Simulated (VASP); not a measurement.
# BaTiO3 in VASP: further runs

The runs below take BaTiO3 through single point, with r2SCAN, PBE.

All numbers are computed with VASP 6.6.1; they aren't measurements. Logs are shortened: lines on timing, memory, paths and dates and some standing lists are left out, and cuts for length are marked.

### 1 The cell of the first run

It takes space group Pmm2 (No. 25, orthorhombic). The conventional cell has a = 3.864 Å, b = 3.972 Å, c = 4.112 Å, α = 90.00°, β = 90.00°, γ = 90.00°. Within 3.6 Å of Ba (site symmetry mm2) lie 12 O at 2.77 to 2.94 Å and 8 Ti at 3.41 to 3.50 Å. Ti (site symmetry mm2) has 6 O at 1.83 to 2.28 Å within 2.4 Å. O (site symmetry mm2) has 2 Ti at 1.83 to 2.28 Å within 2.4 Å. O (site symmetry mm2) has 2 Ti at 1.94 Å within 2.6 Å. Within 2.6 Å of O (site symmetry mm2) lie 2 Ti at 1.99 Å.

### 2 Single point, r2SCAN (uniaxial y strain -2.7%)

POSCAR reads:

```
BaTiO3
1.0
    3.9723652526      0.0000000000      0.0000000000
    0.0000000000      3.8635224447      0.0000000000
    0.0000000000      0.0000000000      4.1122285626
Ba Ti O
1 1 3
Direct
    0.0000000000      0.0000000000     -0.0042443875
    0.5000000000      0.5000000000      0.4775007454
    0.5000000000      0.5000000000      0.0330780829
    0.5000000000      0.0000000000      0.5223765580
    0.0000000000      0.5000000000      0.5142890013
```

INCAR.step1 reads:

```
ALGO = Normal
EDIFF = 1E-4
ENCUT = 520
GGA = PE
ISMEAR = 0
LASPH = T
LCHARG = F
LREAL = F
LWAVE = T
NBANDS = 28
NELM = 100
PREC = Accurate
SIGMA = 0.01
```

INCAR.step2 reads:

```
ALGO = Normal
EDIFF = 1E-6
ENCUT = 520
ISIF = 2
ISMEAR = 0
ISTART = 1
LASPH = T
LCHARG = F
LMIXTAU = T
LREAL = F
LWAVE = F
METAGGA = R2SCAN
NBANDS = 28
NELM = 100
PREC = Accurate
SIGMA = 0.01
```

KPOINTS reads:

```
k-points
0
Gamma
  6 6 6
```

Potentials or basis: VASP PAW PBE potentials, release 64 (Ba_sv, Ti_sv, O).

On the command line:

```console
> cat potpaw_PBE.64/Ba_sv/POTCAR potpaw_PBE.64/Ti_sv/POTCAR potpaw_PBE.64/O/POTCAR > POTCAR
> cp INCAR.step1 INCAR
> mpirun -np 1 vasp_std > vasp.out
> cp INCAR.step2 INCAR
> mpirun -np 1 vasp_std > vasp.out
```

OUTCAR:

```text
EDIFF = 1E-6
   ENCUT = 520
   ISIF = 2
   ISMEAR = 0
   ISTART = 1
   LASPH = T
   LREAL = F
   METAGGA = R2SCAN
   NELM = 100
   PREC = Accurate

 ion  position               nearest neighbor table
   1  0.000  0.000  0.996-   5 2.77   5 2.77   3 2.77   3 2.77   3 2.77   3 2.77   4 2.78   4 2.78
                             5 2.88   5 2.88   4 2.94   4 2.94   2 3.41   2 3.41   2 3.41   2 3.41
   2  0.500  0.500  0.478-   3 1.83   4 1.94   4 1.94   5 1.99   5 1.99   3 2.28   1 3.41   1 3.41
                             1 3.41   1 3.41   1 3.50   1 3.50   1 3.50   1 3.50
   3  0.500  0.500  0.033-   2 1.83   2 2.28   1 2.77   1 2.77   1 2.77   1 2.77
   4  0.500  0.000  0.522-   2 1.94   2 1.94   1 2.78   1 2.78   1 2.94   1 2.94
   5  0.000  0.500  0.514-   2 1.99   2 1.99   1 2.77   1 2.77   1 2.88   1 2.88

  LATTYP: Found a simple orthorhombic cell.
 ALAT       =     3.8635224447
 B/A-ratio  =     1.0281719103
 C/A-ratio  =     1.0643728932

  Lattice vectors:

 A1 = (   0.0000000000,  -3.8635224447,   0.0000000000)
 A2 = (   3.9723652526,   0.0000000000,   0.0000000000)
 A3 = (   0.0000000000,   0.0000000000,   4.1122285626)

Analysis of symmetry for initial positions (statically):
=====================================================================
 Subroutine PRICEL returns:
 Original cell was already a primitive cell.

 Routine SETGRP: Setting up the symmetry group for a
 simple orthorhombic supercell.

 Subroutine GETGRP returns: Found  4 space group operations
 (whereof  4 operations were pure point group operations)
 out of a pool of  8 trial point group operations.

The static configuration has the point symmetry C_2v.

Analysis of symmetry for dynamics (positions and initial velocities):
=====================================================================
 Subroutine PRICEL returns:
 Original cell was already a primitive cell.

 Routine SETGRP: Setting up the symmetry group for a
 simple orthorhombic supercell.

 Subroutine GETGRP returns: Found  4 space group operations
 (whereof  4 operations were pure point group operations)
 out of a pool of  8 trial point group operations.

The dynamic configuration has the point symmetry C_2v.

 Subroutine INISYM returns: Found  4 space group operations
 (whereof  4 operations are pure point group operations),
 and found     1 'primitive' translations

----------------------------------------------------------------------------------------

                                     Primitive cell

  volume of cell :      63.1117

  direct lattice vectors                    reciprocal lattice vectors
     3.972365253  0.000000000  0.000000000     0.251739187  0.000000000  0.000000000
     0.000000000  3.863522445  0.000000000     0.000000000  0.258831161  0.000000000
     0.000000000  0.000000000  4.112228563     0.000000000  0.000000000  0.243177145

  length of vectors
     3.972365253  3.863522445  4.112228563     0.251739187  0.258831161  0.243177145

  position of ions in fractional coordinates (direct lattice)
     0.000000000  0.000000000  0.995755612
     0.500000000  0.500000000  0.477500745
     0.500000000  0.500000000  0.033078083
     0.500000000  0.000000000  0.522376558
     0.000000000  0.500000000  0.514289001

  ion indices of the primitive-cell ions
   primitive index   ion index
                 1           1
                 2           2
                 3           3
                 4           4
                 5           5

----------------------------------------------------------------------------------------

 KPOINTS: k-points

Automatic generation of k-mesh.
 Grid dimensions read from file:
 generate k-points for:    6    6    6

 Generating k-lattice:

  Cartesian coordinates                     Fractional coordinates (reciprocal lattice)
     0.041956531  0.000000000  0.000000000     0.166666667  0.000000000  0.000000000
     0.000000000  0.043138527  0.000000000     0.000000000  0.166666667  0.000000000
     0.000000000  0.000000000  0.040529524     0.000000000  0.000000000  0.166666667

  Length of vectors
     0.041956531  0.043138527  0.040529524

  Shift w.r.t. Gamma in fractional coordinates (k-lattice)
     0.000000000  0.000000000  0.000000000

 Subroutine IBZKPT returns following result:
 ===========================================

 Found     64 irreducible k-points:

 Following reciprocal coordinates:
            Coordinates               Weight
  0.000000  0.000000  0.000000      1.000000
  0.166667  0.000000  0.000000      2.000000
  0.333333  0.000000  0.000000      2.000000
  0.500000  0.000000  0.000000      1.000000
  0.000000  0.166667  0.000000      2.000000
  0.166667  0.166667  0.000000      4.000000
[... 16 lines left out ...]
  0.333333  0.166667  0.166667      8.000000
  0.500000  0.166667  0.166667      4.000000
 [... further k-points ...]
   k-points           NKPTS =     64   k-points in BZ     NKDIM =     64   number of bands    NBANDS=     28
   number of dos      NEDOS =    301   number of ions     NIONS =      5
   total plane-waves  NPLWV =  28800
   dimension x,y,z NGX =    30 NGY =   30 NGZ =   32
   dimension x,y,z NGXF=    60 NGYF=   60 NGZF=   64
   ions per type =               1   1   3
   NGX,Y,Z   is equivalent  to a cutoff of  12.56, 12.91, 12.94 a.u.
   NGXF,Y,Z  is equivalent  to a cutoff of  25.11, 25.82, 25.87 a.u.
 SYSTEM =  unknown system
   PREC   = accura    normal or accurate (medium, high low for compatibility)
   ISTART =      1    job   : 0-new  1-cont  2-samecut
   ICHARG =      0    charge: 1-file 2-atom 10-const
   ISPIN  =      1    spin polarized calculation?
   LNONCOLLINEAR =      F non collinear calculations
   LSORBIT =      F    spin-orbit coupling
   LASPH  =      T    aspherical Exc in radial PAW
   ENCUT  =  520.0 eV  38.22 Ry    6.18 a.u.   7.39  7.18  7.65*2*pi/ulx,y,z
   NELM   =    100;   NELMIN=  2; NELMDL=  0     # of ELM steps
   EDIFF  = 0.1E-05   stopping-criterion for ELM
   LREAL  =      F    real-space projection
   EDIFFG = 0.1E-04   stopping-criterion for IOM
   NSW    =      0    number of steps for IOM
   IBRION =     -1    ionic relax: 0-MD 1-quasi-New 2-CG
   NFREE  =      0    steps in history (QN), initial steepest desc. (CG)
   ISIF   =      2    stress and relaxation
   ISYM   =      2    0-nonsym 1-usesym 2-fastsym
   POTIM  = 0.5000    time-step for ionic-motion
   TEBEG  =    0.0;   TEEND  =   0.0 temperature during run
   PSTRESS=    0.0 pullay stress
   NELECT =      40.0000    total number of electrons
   NUPDOWN=      -1.0000    fix difference up-down
   EMIN   =  10.00;   EMAX   =-10.00  energy-range for DOS
   EFERMI =   0.00;   METHOD = LEGACY
   ISMEAR =     0;   SIGMA  =   0.01  broadening in eV -4-tet -1-fermi 0-gaus
   EFERMI_NEDOS =   21; number of points for ismear=-14 and -15
   IALGO  =     38    algorithm
   IMIX   =      4    mixing-type and parameters
     AMIX     =   0.40;   BMIX     =  1.00
     AMIX_MAG =   1.60;   BMIX_MAG =  1.00
  volume/ion in A,a.u.               =      12.62        85.18
  Fermi-wavevector in a.u.,A,eV,Ry     =   1.406236  2.657401 26.905516  1.977500
  Thomas-Fermi vector in A             =   2.528617
   LORBIT       =      0    0 simple, 1 ext, 2 COOP (PROOUT), +10 PAW based schemes
   METAGGA = R2SCAN    functional components
   LHFCALC =     F    Hartree Fock is set to
   AEXX    =    0.0000 exact exchange contribution
   IVDW    =     0    specifies the selected vdW correction
   LEPSILON=     F    determine dielectric tensor
   LRPA    =     F    only Hartree local field effects (RPA)
 non-spin polarized calculation
 Gauss-broadening in eV      SIGMA  =   0.01
  energy-cutoff  :      520.00
  volume of cell :       63.11
 maximum number of plane-waves:      1719
 NGX is ok and might be reduce to    30
   NGX = 15   NGY = 15   NGZ = 15

 number of electron      40.0000000 magnetization

 Free energy of the ion-electron system (eV)
  ---------------------------------------------------
  ext. energy  EPLUGINS =         0.00000000
  ---------------------------------------------------
  free energy    TOTEN  =       -74.18599664 eV

  energy without entropy =      -74.18599664  energy(sigma->0) =      -74.18599664

 E-fermi :   4.0173     XC(G=0): -11.9916

 val. band max:        3.8350467439   @ k =   0.5000   0.5000   0.5000
 cond. band min:       6.1008906223   @ k =   0.0000   0.0000   0.0000
 fundamental gap:      2.2658438783
 Fermi energy:         4.0172681637

 k-point     1 :       0.0000    0.0000    0.0000
  band No.  band energies     occupation
      1     -54.8704      2.00000
      2     -30.1425      2.00000
      3     -30.0589      2.00000
      4     -30.0355      2.00000
      5     -21.8332      2.00000
      6     -14.2681      2.00000
[... 20 lines left out ...]
     27       9.5828      0.00000
     28      12.0869      0.00000

 k-point     2 :       0.1667    0.0000    0.0000
  band No.  band energies     occupation
      1     -54.8700      2.00000
      2     -30.1418      2.00000
      3     -30.0584      2.00000
      4     -30.0519      2.00000
      5     -21.7979      2.00000
      6     -14.3110      2.00000
[... 20 lines left out ...]
     27      10.1100      0.00000
     28      12.7057      0.00000

 k-point     3 :       0.3333    0.0000    0.0000
  band No.  band energies     occupation
      1     -54.8694      2.00000
      2     -30.1406      2.00000
      3     -30.0846      2.00000
      4     -30.0573      2.00000
      5     -21.7254      2.00000
      6     -14.4649      2.00000
[... 20 lines left out ...]
     27      11.2940      0.00000
     28      12.7239      0.00000

 k-point     4 :       0.5000    0.0000    0.0000
  band No.  band energies     occupation
      1     -54.8690      2.00000
      2     -30.1399      2.00000
      3     -30.1007      2.00000
      4     -30.0567      2.00000
      5     -21.6883      2.00000
      6     -14.5586      2.00000
[... 578 lines left out ...]
     27      10.9151      0.00000
     28      12.6453      0.00000

 k-point    23 :       0.3333    0.1667    0.1667
  band No.  band energies     occupation
      1     -54.8687      2.00000
      2     -30.1504      2.00000
      3     -30.0828      2.00000
      4     -30.0793      2.00000
      5     -21.6765      2.00000
      6     -14.2521      2.00000
[... 20 lines left out ...]
     27      11.8950      0.00000
     28      12.9303      0.00000

 k-point    24 :       0.5000    0.1667    0.1667
  band No.  band energies     occupation
      1     -54.8684      2.00000
      2     -30.1497      2.00000
      3     -30.0988      2.00000
      4     -30.0787      2.00000
      5     -21.6456      2.00000
      6     -14.3019      2.00000
[... 20 lines left out ...]
     27      12.4797      0.00000
     28      13.1110      0.00000

 [... further k-points ...]
[... 5 lines left out ...]
  --------------------------------------------------------------------------------------
  -------------------------------------------------------------------------------------
  Total        2.1630529      4.5084676      1.9472336      0.0000000      0.0000000      0.0000000
  in kB       54.9120764    114.4536575     49.4332071      0.0000000      0.0000000      0.0000000
  external PRESSURE =      72.9329803 kB  Pullay stress =       0.0000000 kB

 VOLUME and BASIS-vectors are now :
 -----------------------------------------------------------------------------
  energy-cutoff  :      520.00
  volume of cell :       63.11
      direct lattice vectors                 reciprocal lattice vectors
     3.972365253  0.000000000  0.000000000     0.251739187  0.000000000  0.000000000
     0.000000000  3.863522445  0.000000000     0.000000000  0.258831161  0.000000000
     0.000000000  0.000000000  4.112228563     0.000000000  0.000000000  0.243177145

 POSITION                                       TOTAL-FORCE (eV/Angst)
 -----------------------------------------------------------------------------------
      0.00000      0.00000      4.09477         0.000000      0.000000      0.032063
      1.98618      1.93176      1.96359         0.000000      0.000000      0.151723
      1.98618      1.93176      0.13602         0.000000      0.000000     -0.145912
      1.98618      0.00000      2.14813         0.000000      0.000000     -0.019882
      0.00000      1.93176      2.11487         0.000000      0.000000     -0.017992
 -----------------------------------------------------------------------------------
    total drift:                                0.000000      0.000000     -0.002530

  FREE ENERGIE OF THE ION-ELECTRON SYSTEM (eV)
  ---------------------------------------------------
  free  energy   TOTEN  =       -74.1859966405 eV

  energy  without entropy=      -74.1859966405  energy(sigma->0) =      -74.18599664
```

Wall time 5.2 min (1 thread of Intel Xeon 6975P-C, shared host); peak memory 0.26 GiB.

Results:

```
Free energy            : -74.1860 eV
Pressure               : 7.3 GPa
Largest force          : 0.152 eV/Å
Band gap on the k mesh : 2.27 eV, indirect (least direct gap 2.77 eV)
```

Forces in eV/Å, atoms in the order of the input:
```
Ba   0.000  0.000  0.032
Ti   0.000  0.000  0.152
O    0.000  0.000 -0.146
O    0.000  0.000 -0.020
O    0.000  0.000 -0.018
```

Caveat: the cell differs from its parent crystal (uniaxial y strain -2.7%); the PAW data sets were made with another functional, which shifts forces and pressure a little; spin-orbit coupling is left out, which moves the levels of the heavy elements.

### 3 Single point, r2SCAN (uniaxial x strain -1.2%)

POSCAR reads:

```
BaTiO3
1.0
    3.9258885792      0.0000000000      0.0000000000
    0.0000000000      3.9723652526      0.0000000000
    0.0000000000      0.0000000000      4.1122285626
Ba Ti O
1 1 3
Direct
    0.0000000000      0.0000000000     -0.0042501670
    0.5000000000      0.5000000000      0.4776046287
    0.5000000000      0.5000000000      0.0339020936
    0.5000000000      0.0000000000      0.5163359384
    0.0000000000      0.5000000000      0.5194075063
```

INCAR.step1 reads:

```
SYSTEM = BaTiO3
ALGO = Normal ; EDIFF = 1E-4
ENCUT = 520 ; GGA = PE
ISMEAR = 0 ; LASPH = .TRUE.
LCHARG = .FALSE. ; LREAL = .FALSE.
LWAVE = .TRUE. ; NBANDS = 28
NELM = 100 ; PREC = Accurate
SIGMA = 0.01
```

INCAR.step2 reads:

```
SYSTEM = BaTiO3
ALGO = Normal ; EDIFF = 1E-7
ENCUT = 520 ; ISIF = 2
ISMEAR = 0 ; ISTART = 1
LASPH = .TRUE. ; LCHARG = .FALSE.
LMIXTAU = .TRUE. ; LREAL = .FALSE.
LWAVE = .FALSE. ; METAGGA = R2SCAN
NBANDS = 28 ; NELM = 100
PREC = Accurate ; SIGMA = 0.01
```

KPOINTS reads:

```
k-points
0
G
  6 6 6
  0 0 0
```

Potentials or basis: VASP PAW PBE potentials, release 64 (Ba_sv, Ti_sv, O).

On the command line:

```console
> cat potpaw_PBE.64/Ba_sv/POTCAR potpaw_PBE.64/Ti_sv/POTCAR potpaw_PBE.64/O/POTCAR > POTCAR
> cp INCAR.step1 INCAR
> mpirun -np 1 vasp_std > vasp.out
> cp INCAR.step2 INCAR
> mpirun -np 1 vasp_std > vasp.out
```

OUTCAR:

```text
SYSTEM = BaTiO3
   EDIFF = 1E-7
   ENCUT = 520
   ISIF = 2
   ISMEAR = 0
   ISTART = 1
   LASPH = .TRUE.
   LREAL = .FALSE.
   METAGGA = R2SCAN
   NELM = 100
   PREC = Accurate

 ion  position               nearest neighbor table
   1  0.000  0.000  0.996-   4 2.78   4 2.78   5 2.79   5 2.79   3 2.80   3 2.80   3 2.80   3 2.80
                             4 2.90   4 2.90   5 2.93   5 2.93   2 3.42   2 3.42   2 3.42   2 3.42
   2  0.500  0.500  0.478-   3 1.82   5 1.97   5 1.97   4 1.99   4 1.99   3 2.29   1 3.42   1 3.42
[... 955 lines left out ...]
  -------------------------------------------------------------------------------------
  Total        2.2705793      1.3362281      1.2776670      0.0000000      0.0000000      0.0000000
  in kB       56.7260911     33.3831095     31.9200722      0.0000000      0.0000000      0.0000000
  external PRESSURE =      40.6764243 kB  Pullay stress =       0.0000000 kB

 VOLUME and BASIS-vectors are now :
 -----------------------------------------------------------------------------
  energy-cutoff  :      520.00
  volume of cell :       64.13
      direct lattice vectors                 reciprocal lattice vectors
     3.925888579  0.000000000  0.000000000     0.254719404  0.000000000  0.000000000
     0.000000000  3.972365253  0.000000000     0.000000000  0.251739187  0.000000000
     0.000000000  0.000000000  4.112228563     0.000000000  0.000000000  0.243177145

 POSITION                                       TOTAL-FORCE (eV/Angst)
 -----------------------------------------------------------------------------------
      0.00000      0.00000      4.09475         0.000000      0.000000      0.031409
      1.96294      1.98618      1.96402         0.000000      0.000000      0.159681
      1.96294      1.98618      0.13941         0.000000      0.000000     -0.153246
      1.96294      0.00000      2.12329         0.000000      0.000000     -0.019034
      0.00000      1.98618      2.13592         0.000000      0.000000     -0.018810
 -----------------------------------------------------------------------------------
    total drift:                                0.000000      0.000000     -0.005221

  FREE ENERGIE OF THE ION-ELECTRON SYSTEM (eV)
  ---------------------------------------------------
  free  energy   TOTEN  =       -74.2410499464 eV

  energy  without entropy=      -74.2410499464  energy(sigma->0) =      -74.24104995
```

OSZICAR.step1:

```text
N       E                     dE             d eps       ncg     rms          rms(c)
DAV:   1     0.442124940460E+03    0.44212E+03   -0.20841E+04  3584   0.155E+03
DAV:   2    -0.289497118118E+01   -0.44502E+03   -0.42202E+03  4048   0.432E+02
DAV:   3    -0.483847937973E+02   -0.45490E+02   -0.45093E+02  4992   0.136E+02
DAV:   4    -0.505533545738E+02   -0.21686E+01   -0.21639E+01  5448   0.258E+01
DAV:   5    -0.506128720040E+02   -0.59517E-01   -0.59509E-01  4788   0.330E+00    0.238E+01
DAV:   6    -0.401670581012E+02    0.10446E+02   -0.55042E+01  5160   0.683E+01    0.100E+01
DAV:   7    -0.401316528746E+02    0.35405E-01   -0.10315E+01  4824   0.240E+01    0.719E+00
DAV:   8    -0.399627121688E+02    0.16894E+00   -0.62855E-01  4448   0.745E+00    0.355E+00
DAV:   9    -0.400000061643E+02   -0.37294E-01   -0.30877E-01  5100   0.470E+00    0.147E+00
DAV:  10    -0.399787504252E+02    0.21256E-01   -0.12435E-01  4196   0.374E+00    0.467E-01
DAV:  11    -0.399768575309E+02    0.18929E-02   -0.93111E-03  5012   0.660E-01    0.168E-01
DAV:  12    -0.399764692785E+02    0.38825E-03   -0.15887E-03  4376   0.306E-01    0.418E-02
DAV:  13    -0.399764556515E+02    0.13627E-04   -0.16297E-04  3024   0.123E-01
   1 F= -.39976456E+02 E0= -.39976456E+02  d E =-.267953E-14
```

It took 6.7 min on 1 thread of Intel Xeon 6975P-C, shared host; peak memory 0.26 GiB.

What came out:

```yaml
Free_energy: -74.2410 eV
Pressure: 4.1 GPa
Largest_force: 0.160 eV/Å
Band_gap_on_the_k_mesh: 2.23 eV, indirect (least direct gap 2.74 eV)
```

Forces on the atoms (eV/Å):
```
Ba   0.000  0.000  0.031
Ti   0.000  0.000  0.160
O    0.000  0.000 -0.153
O    0.000  0.000 -0.019
O    0.000  0.000 -0.019
```

Levels at points of the mesh, in eV from the valence-band top:
```tsv
k point	band 16	band 17	band 18	band 19	band 20	band 21	band 22	band 23	band 24	band 25
(0.00, 0.00, 0.00)	-1.60	-1.36	-0.73	-0.51	-0.50	2.23	2.67	2.74	4.46	4.62
(0.50, 0.00, 0.00)	-2.07	-2.06	-1.80	-1.40	-1.22	2.78	4.01	4.09	4.47	6.26
(0.00, 0.50, 0.00)	-2.07	-1.93	-1.72	-1.45	-1.23	2.84	3.92	3.99	4.55	6.25
(0.50, 0.50, 0.00)	-2.99	-2.02	-1.10	-1.10	-0.07	4.03	4.12	4.47	4.81	8.27
(0.00, 0.00, 0.50)	-2.10	-2.10	-2.06	-0.77	-0.76	2.37	3.91	3.94	4.47	6.49
(0.50, 0.00, 0.50)	-2.80	-1.88	-1.08	-1.02	-0.43	3.92	4.05	4.33	5.30	7.96
(0.00, 0.50, 0.50)	-2.69	-1.88	-1.18	-1.11	-0.45	3.95	3.96	4.27	5.42	7.87
(0.50, 0.50, 0.50)	-2.63	-2.53	-0.36	-0.35	0.00	4.53	4.57	4.67	6.90	7.21
```

Caveat: the cell differs from its parent crystal (uniaxial x strain -1.2%); the PAW data sets were made with another functional, which shifts forces and pressure a little; spin-orbit coupling is left out, which moves the levels of the heavy elements. A k mesh can miss the band edges.

(Continued in part 2 of 2.)
